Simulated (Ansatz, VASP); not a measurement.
# Two plane-wave programs on Os

```
Os
1.0
     2.75593    0.00000    0.00000
    -1.37796    2.38670    0.00000
     0.00000    0.00000    4.34265
Os
2
Direct
  0.33333 0.66667 0.25000
  0.66667 0.33333 0.75000
```

Alike in both runs: task single point; functional PBE; k mesh 14 × 14 × 8; occupations fermi-dirac, width 0.1 eV; no spin polarisation.

|  | VASP | Ansatz |
| --- | --- | --- |
| version | VASP 6.6.1 | Ansatz 0.2.0 |
| potentials or method | VASP PAW PBE potentials, release 64 (Os), cutoff 520 eV | plane waves (420 eV) with PAW, scalar-relativistic |
| valence electrons in the cell | 16 | 32 |

VASP gave:

```
pressure (GPa)                                                : -0.1
traceless stress, the component that is largest in VASP (GPa) : 0.25
```

What did Ansatz give for the same quantities?

Pressure (GPa): 0.1; traceless stress, the component that is largest in VASP (GPa): 0.35.

VASP's potentials hold 16 valence electrons a cell and Ansatz's 32, so a difference there can come from the potentials and not from the codes.

Spin-orbit coupling is off throughout.
